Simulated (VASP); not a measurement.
The system is Cu.

```
Cu
1.0
     0.00000    1.78872    1.78872
     1.78872    0.00000    1.78872
     1.78872    1.78872    0.00000
Cu
1
Direct
  0.00000 0.00000 0.00000
```

Base run:

| Item | Value |
| --- | --- |
| Program | VASP 6.6.1 |
| Functional | PBE |
| Potentials or basis | VASP PAW PBE potentials, release 64 (Cu) |
| Cutoff | 520 eV |
| k mesh | 11 × 11 × 11 |
| Occupations | fermi-dirac, width 0.1 eV |
| Spin | no spin polarisation |

Its results: pressure 7.2 GPa.

Problem. After a change of settings the same cell gave: pressure 0.1 GPa. Which change was it?
A. functional from PBE to LDA; potentials or basis from VASP PAW PBE potentials, release 64 (Cu) to VASP PAW LDA potentials, release 64 (Cu); cutoff from 520 eV to 600 eV
B. functional from PBE to LDA; potentials or basis from VASP PAW PBE potentials, release 64 (Cu) to VASP PAW LDA potentials, release 64 (Cu)
C. spin from no spin polarisation to non-collinear spin, zero start, spin-orbit coupling; further incar settings from ALGO = Normal; EDIFF = 1e-06; NBANDS = 12 to ALGO = Normal; EDIFF = 1e-07; NBANDS = 22
D. functional from PBE to r2SCAN; cutoff from 520 eV to 660 eV

Solution. D.

Caveats: the PAW data sets were made with another functional, which shifts forces and pressure a little (some runs).
